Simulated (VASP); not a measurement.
A run of VASP 6.6.1:

Contents of INCAR:

```
  PREC = Accurate
  ENCUT = 520
  EDIFF = 1E-6
  ISMEAR = -1
  SIGMA = 0.1
  LREAL = F
  LASPH = T
  NELM = 100
  ALGO = Normal
  ISIF = 2
  LWAVE = F
  LCHARG = F
  GGA = RE
  NBANDS = 17
```

File KPOINTS:

```
regular mesh
0
Gamma
  17 17 16
```

Contents of POSCAR:

```
Ni
1.0
   -3.0050476715      3.0053789501      1.2417292931
    3.0053789501     -3.0050476715      1.2417292931
    1.5654432578      1.5654432578     -1.2411225558
Ni
2
Direct
    0.0000209121      0.9999790879      0.0000000000
    0.7499790879      0.2500209121      0.5000000000
```

Potentials or basis: VASP PAW PBE potentials, release 64 (Ni).

Run with:

```console
$ cat potpaw_PBE.64/Ni/POTCAR > POTCAR
$ mpirun -np 1 vasp_std > vasp.out
```

Hardware: 1 thread of Oxide Virtual Turin-like Processor (shared host).

**Question.** Estimate the wall time of this run.

**Answer.** It took 15 min on 1 thread of Oxide Virtual Turin-like Processor, on a shared host, peak memory 0.48 GiB. Counts: scf iterations 12, k points 1233.
